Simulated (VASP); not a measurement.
A run of VASP 6.6.1:

File INCAR:

```
ALGO = Normal
EDIFF = 1E-7
ENCUT = 520
GGA = PE
ISIF = 2
ISMEAR = 0
LASPH = True
LCHARG = False
LREAL = False
LWAVE = False
NBANDS = 24
NELM = 60
PREC = Accurate
SIGMA = 0.05
```

Contents of KPOINTS:

```
k-points
0
Gamma
  9 9 6
```

POSCAR

```
CaO
1.0
    4.0313050887      0.0000000000      0.0000000000
   -2.0156525444      3.4912126173      0.0000000000
    0.0000000000      0.0000000000      4.7438152858
Ca O
2 2
Direct
    0.3333333333      0.6666666667      0.7500000000
    0.6666666667      0.3333333333      0.2500000000
    0.3333333333      0.6666666667      0.2500000000
    0.6666666667      0.3333333333      0.7500000000
```

Potentials or basis: VASP PAW PBE potentials, release 64 (Ca_sv, O).

Command:

```sh
$ cat potpaw_PBE.64/Ca_sv/POTCAR potpaw_PBE.64/O/POTCAR > POTCAR
$ mpirun -np 1 vasp_std > vasp.out
```

Hardware: 1 thread of AMD EPYC 9R45 96-Core Processor (Zen 5) (shared host).

Estimate the wall time of this run.

Run time: 43 s on 1 thread of AMD EPYC 9R45 96-Core Processor (Zen 5) (shared host), peak memory 0.19 GiB. Counts: scf iterations 16, k points 48.
